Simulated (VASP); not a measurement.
# Li2Se (Fm-3m) in VASP: further runs

Aim: see how the results for Li2Se move with the level of theory and the settings. Levels: PBE, r2SCAN. Tasks: single point.

All numbers are computed with VASP 6.6.1; they aren't measurements. Logs are shortened: lines on timing, memory, paths and dates and some standing lists are left out, and cuts for length are marked.

**1. The cell of the first run**

Symmetry: Fm-3m, No. 225, cubic system. Conventional cell: a = 5.987 Å, b = 5.987 Å, c = 5.987 Å, α = 90.00°, β = 90.00°, γ = 90.00°. Within 3.4 Å of Se (site symmetry m-3m) lie 8 Li at 2.59 Å. Li (site symmetry -43m) has 4 Se at 2.59 Å and 6 Li at 2.99 Å within 3.4 Å.

**2. Single point, PBE**

INCAR

```
SYSTEM = Li2Se
PREC = Accurate
ENCUT = 750
EDIFF = 1E-6
ISMEAR = -1
SIGMA = 0.02
LREAL = .False.
LASPH = .True.
NELM = 120
ALGO = Normal
ISIF = 2
LWAVE = .False.
LCHARG = .True.
GGA = PE
LELF = .True.
LVHAR = .True.
NBANDS = 13
GGA_COMPAT = .False.
```

KPOINTS

```
regular mesh
0
Gamma
  8 8 8
  0 0 0
```

POSCAR

```
Li2Se
1.0
    0.0000000000      2.9935210574      2.9935210574
    2.9935210574      0.0000000000      2.9935210574
    2.9935210574      2.9935210574      0.0000000000
Se Li
1 2
Direct
    0.0000000000      0.0000000000      0.0000000000
    0.2500000000      0.2500000000      0.2500000000
    0.7500000000      0.7500000000      0.7500000000
```

Potentials or basis: VASP PAW PBE potentials, release 64 (Se, Li_sv).

Started as:

```sh
$ cat potpaw_PBE.64/Se/POTCAR potpaw_PBE.64/Li_sv/POTCAR > POTCAR
$ mpirun -np 1 vasp_std > vasp.out
```

OUTCAR:

```text
SYSTEM = Li2Se
   PREC = Accurate
   ENCUT = 750
   EDIFF = 1E-6
   ISMEAR = -1
   LREAL = .False.
   LASPH = .True.
   NELM = 120
   ISIF = 2
   GGA = PE

 ion  position               nearest neighbor table
   1  0.000  0.000  0.000-   3 2.59   3 2.59   3 2.59   2 2.59   2 2.59   2 2.59   3 2.59   2 2.59

   2  0.250  0.250  0.250-   1 2.59   1 2.59   1 2.59   1 2.59
   3  0.750  0.750  0.750-   1 2.59   1 2.59   1 2.59   1 2.59

  LATTYP: Found a face centered cubic cell.
 ALAT       =     5.9870421148

  Lattice vectors:

 A1 = (   0.0000000000,   2.9935210574,   2.9935210574)
 A2 = (   2.9935210574,   0.0000000000,   2.9935210574)
 A3 = (   2.9935210574,   2.9935210574,   0.0000000000)

Analysis of symmetry for initial positions (statically):
=====================================================================
 Subroutine PRICEL returns:
 Original cell was already a primitive cell.

 Routine SETGRP: Setting up the symmetry group for a
 face centered cubic supercell.

 Subroutine GETGRP returns: Found 48 space group operations
 (whereof 48 operations were pure point group operations)
 out of a pool of 48 trial point group operations.

The static configuration has the point symmetry O_h .

Analysis of symmetry for dynamics (positions and initial velocities):
=====================================================================
 Subroutine PRICEL returns:
 Original cell was already a primitive cell.

 Routine SETGRP: Setting up the symmetry group for a
 face centered cubic supercell.

 Subroutine GETGRP returns: Found 48 space group operations
 (whereof 48 operations were pure point group operations)
 out of a pool of 48 trial point group operations.

The dynamic configuration has the point symmetry O_h .

 Subroutine INISYM returns: Found 48 space group operations
 (whereof 48 operations are pure point group operations),
 and found     1 'primitive' translations

----------------------------------------------------------------------------------------

                                     Primitive cell

  volume of cell :      53.6509

  direct lattice vectors                    reciprocal lattice vectors
     0.000000000  2.993521057  2.993521057    -0.167027387  0.167027387  0.167027387
     2.993521057  0.000000000  2.993521057     0.167027387 -0.167027387  0.167027387
     2.993521057  2.993521057  0.000000000     0.167027387  0.167027387 -0.167027387

  length of vectors
[... 95 lines left out ...]
   NELECT =      12.0000    total number of electrons
   NUPDOWN=      -1.0000    fix difference up-down
   EMIN   =  10.00;   EMAX   =-10.00  energy-range for DOS
   EFERMI =   0.00;   METHOD = LEGACY
   ISMEAR =    -1;   SIGMA  =   0.02  broadening in eV -4-tet -1-fermi 0-gaus
   EFERMI_NEDOS =   21; number of points for ismear=-14 and -15
   IALGO  =     38    algorithm
   IMIX   =      4    mixing-type and parameters
     AMIX     =   0.40;   BMIX     =  1.00
     AMIX_MAG =   1.60;   BMIX_MAG =  1.00
  volume/ion in A,a.u.               =      17.88       120.68
  Fermi-wavevector in a.u.,A,eV,Ry     =   0.993748  1.877911 13.436230  0.987535
  Thomas-Fermi vector in A             =   2.125651
   LORBIT       =      0    0 simple, 1 ext, 2 COOP (PROOUT), +10 PAW based schemes
   GGA     = PE    functional components
   LHFCALC =     F    Hartree Fock is set to
   AEXX    =    0.0000 exact exchange contribution
   IVDW    =     0    specifies the selected vdW correction
   LEPSILON=     F    determine dielectric tensor
   LRPA    =     F    only Hartree local field effects (RPA)
 non-spin polarized calculation
  energy-cutoff  :      750.00
  volume of cell :       53.65
 maximum number of plane-waves:      2541
 NGX is ok and might be reduce to    40
   NGX = 19   NGY = 19   NGZ = 19

 number of electron      12.0000003 magnetization

 Free energy of the ion-electron system (eV)
  ---------------------------------------------------
  ext. energy  EPLUGINS =         0.00000000
  ---------------------------------------------------
  free energy    TOTEN  =       -11.13043970 eV

  energy without entropy =      -11.13043970  energy(sigma->0) =      -11.13043970

 E-fermi :   1.4900     XC(G=0):  -8.2949

 val. band max:        1.0463998359   @ k =   0.0000   0.0000   0.0000
 cond. band min:       4.0141727767   @ k =   0.5000   0.5000   0.0000
 fundamental gap:      2.9677729408
 Fermi energy:         1.4900380980

 k-point     1 :       0.0000    0.0000    0.0000
  band No.  band energies     occupation
      1     -43.6504      2.00000
      2     -43.6257      2.00000
      3     -10.3666      2.00000
      4       1.0464      2.00000
      5       1.0464      2.00000
      6       1.0464      2.00000
      7       4.4676      0.00000
      8       6.6707      0.00000
      9       6.6707      0.00000
     10       6.6707      0.00000
     11      11.6537      0.00000
     12      11.6537      0.00000
     13      12.0017      0.00000
[... 354 lines left out ...]
  band No.  band energies     occupation
      1     -43.6376      2.00000
      2     -43.6376      2.00000
      3      -9.9369      2.00000
      4      -1.5897      2.00000
      5      -0.2735      2.00000
      6       0.1062      2.00000
      7       6.4619      0.00000
      8       6.8308      0.00000
      9       8.7154      0.00000
     10       9.4487      0.00000
     11      10.4547      0.00000
     12      11.8084      0.00000
     13      13.7150      0.00000

 [... further k-points ...]

------------------------ aborting loop because EDIFF is reached ----------------------------------------

  FORCE on cell =-STRESS in cart. coord.  units (eV):
  Direction    XX          YY          ZZ          XY          YZ          ZX
  --------------------------------------------------------------------------------------
  -------------------------------------------------------------------------------------
  Total        0.0892771      0.0892771      0.0892771      0.0000000      0.0000000      0.0000000
  in kB        2.6660835      2.6660835      2.6660835      0.0000000      0.0000000      0.0000000
  external PRESSURE =       2.6660835 kB  Pullay stress =       0.0000000 kB

 VOLUME and BASIS-vectors are now :
 -----------------------------------------------------------------------------
  energy-cutoff  :      750.00
  volume of cell :       53.65
      direct lattice vectors                 reciprocal lattice vectors
     0.000000000  2.993521057  2.993521057    -0.167027387  0.167027387  0.167027387
     2.993521057  0.000000000  2.993521057     0.167027387 -0.167027387  0.167027387
     2.993521057  2.993521057  0.000000000     0.167027387  0.167027387 -0.167027387

 POSITION                                       TOTAL-FORCE (eV/Angst)
 -----------------------------------------------------------------------------------
      0.00000      0.00000      0.00000         0.000000      0.000000      0.000000
      1.49676      1.49676      1.49676        -0.000000     -0.000000     -0.000000
      4.49028      4.49028      4.49028         0.000000      0.000000      0.000000
 -----------------------------------------------------------------------------------
    total drift:                                0.000000     -0.000000      0.000000

  FREE ENERGIE OF THE ION-ELECTRON SYSTEM (eV)
  ---------------------------------------------------
  free  energy   TOTEN  =       -11.1304396991 eV

  energy  without entropy=      -11.1304396991  energy(sigma->0) =      -11.13043970
```

stdout:

```text
POSCAR found type information on POSCAR SeLi
 POSCAR found :  2 types and       3 ions
 scaLAPACK will be used
 LDA part: xc-table for (Slater+PW92), standard interpolation
 POSCAR, INCAR and KPOINTS ok, starting setup
 FFT: planning ... GRIDC
 FFT: planning ... GRID_SOFT
 FFT: planning ... GRID
 WAVECAR not read
 entering main loop
```

It took 22 s on 1 thread of Intel Xeon 6975P-C (Granite Rapids), shared host; peak memory 0.25 GiB.

Results:

```yaml
Free_energy: -11.1304 eV
Pressure: 0.3 GPa
Band_gap_on_the_k_mesh: 2.97 eV (least direct gap 3.42 eV)
```

**3. Single point, PBE (strain +1.0%)**

INCAR

```
  ALGO = Normal
  EDIFF = 1E-6
  ENCUT = 750
  GGA = PE
  GGA_COMPAT = False
  ISIF = 2
  ISMEAR = -1
  LASPH = True
  LCHARG = True
  LELF = True
  LREAL = False
  LVHAR = True
  LWAVE = False
  NBANDS = 13
  NELM = 120
  PREC = Accurate
  SIGMA = 0.02
```

KPOINTS

```
k-points
0
Gamma
  8 8 8
```

POSCAR

```
Li2Se
1.0
    0.0000000000      3.0234562679      3.0234562679
    3.0234562679      0.0000000000      3.0234562679
    3.0234562679      3.0234562679      0.0000000000
Se Li
1 2
Direct
    0.0000000000      0.0000000000      0.0000000000
    0.2500000000      0.2500000000      0.2500000000
    0.7500000000      0.7500000000      0.7500000000
```

Potentials or basis: VASP PAW PBE potentials, release 64 (Se, Li_sv).

Started as:

```sh
$ cat potpaw_PBE.64/Se/POTCAR potpaw_PBE.64/Li_sv/POTCAR > POTCAR
$ mpirun -np 1 vasp_std > vasp.out
```

Run time: 20 s. Hardware: 1 thread of Intel Xeon 6975P-C (Granite Rapids), shared host; peak memory 0.24 GiB.

Results (log left out):

- Free energy: -11.1288 eV
- Pressure: -0.7 GPa
- Band gap on the k mesh: 2.99 eV (least direct gap 3.30 eV)

Levels at points of the mesh, in eV from the valence-band top:
```csv
k point,band 4,band 5,band 6,band 7,band 8,band 9
"(0.00, 0.00, 0.00)",0.00,0.00,0.00,3.30,5.61,5.61
"(0.50, 0.00, 0.00)",-2.83,-0.51,-0.51,5.02,5.95,5.95
"(0.50, 0.50, 0.00)",-2.23,-1.39,-1.39,2.99,6.11,10.17
```

Caveat: the cell differs from its parent crystal (strain +1.0%). A k mesh can miss the band edges.

**4. Single point, PBE (strain +2.0%)**

INCAR

```
SYSTEM = Li2Se
PREC = Accurate ; ENCUT = 750
EDIFF = 1E-6 ; ISMEAR = -1
SIGMA = 0.02 ; LREAL = .False.
LASPH = .True. ; NELM = 120
ALGO = Normal ; ISIF = 2
LWAVE = .False. ; LCHARG = .False.
GGA = PE ; NBANDS = 13
GGA_COMPAT = .False.
```

KPOINTS

```
regular mesh
0
Gamma
  8 8 8
  0 0 0
```

POSCAR

```
Li2Se
1.0
    0.0000000000      3.0533914785      3.0533914785
    3.0533914785      0.0000000000      3.0533914785
    3.0533914785      3.0533914785      0.0000000000
Se Li
1 2
Direct
    0.0000000000      0.0000000000      0.0000000000
    0.2500000000      0.2500000000      0.2500000000
    0.7500000000      0.7500000000      0.7500000000
```

Started as:

```sh
$ cat potpaw_PBE.64/Se/POTCAR potpaw_PBE.64/Li_sv/POTCAR > POTCAR
$ mpirun -np 1 vasp_std > vasp.out
```

Wall time 21 s (1 thread of Intel Xeon 6975P-C (Granite Rapids), shared host); peak memory 0.25 GiB.

The run converged. Its results:

```yaml
Free_energy: -11.1175 eV
Pressure: -1.6 GPa
Band_gap_on_the_k_mesh: 3.01 eV (least direct gap 3.18 eV)
```

Levels at points of the mesh, in eV from the valence-band top:
```
           k point  band 4  band 5  band 6  band 7  band 8  band 9
(0.00, 0.00, 0.00)    0.00    0.00    0.00    3.18    5.59    5.59
(0.50, 0.00, 0.00)   -2.74   -0.49   -0.49    4.90    5.93    5.93
(0.50, 0.50, 0.00)   -2.16   -1.34   -1.34    3.01    6.03    9.98
```

Caveat: the cell differs from its parent crystal (strain +2.0%).

**5. Single point, r2SCAN**

POSCAR

```
Li2Se
1.0
    0.0000000000      2.9935210574      2.9935210574
    2.9935210574      0.0000000000      2.9935210574
    2.9935210574      2.9935210574      0.0000000000
Se Li
1 2
Direct
    0.0000000000      0.0000000000      0.0000000000
    0.2500000000      0.2500000000      0.2500000000
    0.7500000000      0.7500000000      0.7500000000
```

INCAR.step1

```
PREC     = Accurate       # precision mode
ENCUT    = 830            # plane-wave cutoff, eV
ISMEAR   = 0              # smearing method
SIGMA    = 0.01           # smearing width, eV
LREAL    = F              # projectors in reciprocal space
LASPH    = T              # aspherical terms in the spheres
NELM     = 120            # most SCF steps
NBANDS   = 13             # bands
GGA      = PE             # functional
ALGO     = Normal         # electronic algorithm
EDIFF    = 1E-5           # SCF threshold, eV
LWAVE    = T              # write WAVECAR
LCHARG   = F              # write CHGCAR
GGA_COMPAT= F
```

INCAR.step2

```
PREC     = Accurate       # precision mode
ENCUT    = 830            # plane-wave cutoff, eV
EDIFF    = 1E-6           # SCF threshold, eV
ISMEAR   = 0              # smearing method
SIGMA    = 0.01           # smearing width, eV
LREAL    = F              # projectors in reciprocal space
LASPH    = T              # aspherical terms in the spheres
NELM     = 120            # most SCF steps
ALGO     = Normal         # electronic algorithm
ISIF     = 2              # what is computed and relaxed
LWAVE    = F              # write WAVECAR
LCHARG   = F              # write CHGCAR
METAGGA  = R2SCAN         # meta-GGA
LMIXTAU  = T            
NBANDS   = 13             # bands
ISTART   = 1            
GGA_COMPAT= F
```

KPOINTS

```
regular mesh
0
Gamma
  8 8 8
```

Started as:

```sh
$ cat potpaw_PBE.64/Se/POTCAR potpaw_PBE.64/Li_sv/POTCAR > POTCAR
$ cp INCAR.step1 INCAR
$ mpirun -np 1 vasp_std > vasp.out
$ cp INCAR.step2 INCAR
$ mpirun -np 1 vasp_std > vasp.out
```

Run time: 74 s. Hardware: 1 thread of Intel Xeon 6975P-C (Granite Rapids), shared host; peak memory 0.27 GiB.

Results (log left out):

* Free energy: -23.4393 eV
* Pressure: -0.2 GPa
* Band gap on the k mesh: 3.46 eV (least direct gap 4.18 eV)

Levels at points of the mesh, in eV from the valence-band top:
| k point | band 2 | band 3 | band 4 | band 5 | band 6 | band 7 | band 8 | band 9 | band 10 | band 11 |
| --- | --- | --- | --- | --- | --- | --- | --- | --- | --- | --- |
| (0.00, 0.00, 0.00) | -46.12 | -11.79 | 0.00 | 0.00 | 0.00 | 4.18 | 6.31 | 6.31 | 6.31 | 11.21 |
| (0.50, 0.00, 0.00) | -46.13 | -11.41 | -2.92 | -0.53 | -0.53 | 5.98 | 6.60 | 6.60 | 8.64 | 12.66 |
| (0.50, 0.50, 0.00) | -46.13 | -11.29 | -2.27 | -1.45 | -1.45 | 3.46 | 7.00 | 11.37 | 11.37 | 12.66 |

Caveat: the PAW data sets were made with another functional, which shifts forces and pressure a little. A k mesh can miss the band edges.

**6. Summary**

| level | cell | cutoff (eV) | smearing | gap on the mesh (eV) | pressure (GPa) |
| --- | --- | --- | --- | --- | --- |
| PBE | a = 4.233 Å, angles 60.0°, 3 atoms | 750 | fermi-dirac 0.02 eV | 2.97 | 0.3 |
| PBE | a = 4.276 Å, angles 60.0°, 3 atoms | 750 | fermi-dirac 0.02 eV | 2.99 | -0.7 |
| PBE | a = 4.318 Å, angles 60.0°, 3 atoms | 750 | fermi-dirac 0.02 eV | 3.01 | -1.6 |
| r2SCAN | a = 4.233 Å, angles 60.0°, 3 atoms | 830 | gaussian 0.01 eV | 3.46 | -0.2 |

Alike in all rows: task single point; potentials or basis VASP PAW PBE potentials, release 64 (Se, Li_sv); no spin polarisation; k mesh 8 × 8 × 8.

Caveats: the PAW data sets were made with another functional, which shifts forces and pressure a little (at least some runs).

Absolute energies hang on the potentials; compare differences alone.
